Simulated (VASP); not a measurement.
Input of a VASP 6.6.1 run:

Contents of INCAR:

```
ALGO = Normal
EDIFF = 1E-6
ENCUT = 520
GGA = PE
ISIF = 2
ISMEAR = -1
LASPH = True
LCHARG = True
LELF = True
LREAL = False
LVHAR = True
LWAVE = False
NBANDS = 12
NELM = 60
PREC = Accurate
SIGMA = 0.1
```

Contents of KPOINTS:

```
k-points
0
Gamma
  18 18 18
```

File POSCAR:

```
V
1.0
   -1.4996843040      1.4996843040      1.4996843040
    1.4996843040     -1.4996843040      1.4996843040
    1.4996843040      1.4996843040     -1.4996843040
V
1
Direct
    0.0000000000      0.0000000000      0.0000000000
```

Potentials or basis: VASP PAW PBE potentials, release 64 (V_sv).

Command:

```console
$ cat potpaw_PBE.64/V_sv/POTCAR > POTCAR
$ mpirun -np 1 vasp_std > vasp.out
```

Q: Estimate the pressure.

A: 0.0 GPa.
